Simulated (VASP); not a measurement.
Write the native input for VASP 6.6.1 that does the following.

```
Task                   : single point
Functional             : PBE
Potentials or basis    : VASP PAW PBE potentials, release 64 (Si)
Cutoff                 : 500 eV
k mesh                 : 4 × 4 × 4
Occupations            : fermi-dirac, width 0.1 eV
Spin                   : no spin polarisation
Dipole correction      : no
Further INCAR settings : ALGO = Normal; EDIFF = 1e-06; NBANDS = 11
```

The structure of Si lies in POSCAR:

```
Si
1.0
   -2.7351025696      0.0000000000      2.7351025696
    0.0000000000      2.7351025696      2.7351025696
   -2.7351025696      2.7351025696      0.0000000000
Si
2
Direct
    0.0000000000      0.0000000000      0.0000000000
    0.2500000000      0.2500000000      0.2500000000
```

The input as run:

INCAR

```
PREC = Accurate ; ENCUT = 500
EDIFF = 1E-6 ; ISMEAR = -1
SIGMA = 0.1 ; LREAL = False
LASPH = True ; NELM = 120
ALGO = Normal ; ISIF = 2
LWAVE = False ; LCHARG = True
GGA = PE ; LELF = True
LVHAR = True ; NBANDS = 11
GGA_COMPAT = False
```

KPOINTS

```
Automatic mesh
0
Gamma
  4 4 4
```

Potentials or basis: VASP PAW PBE potentials, release 64 (Si).

Launch:

```bash
$ cat potpaw_PBE.64/Si/POTCAR > POTCAR
$ mpirun -np 1 vasp_std > vasp.out
```

Results of the run:

```yaml
Pressure: 0.5 GPa
Band_gap_on_the_k_mesh: 0.74 eV, indirect (least direct gap 2.54 eV)
```

Caveat: the k points lie up to 0.50 Å⁻¹ apart.

It took 7.9 s on 1 thread of Intel Xeon 8259CL, with other jobs on the host, peak memory 0.14 GiB.
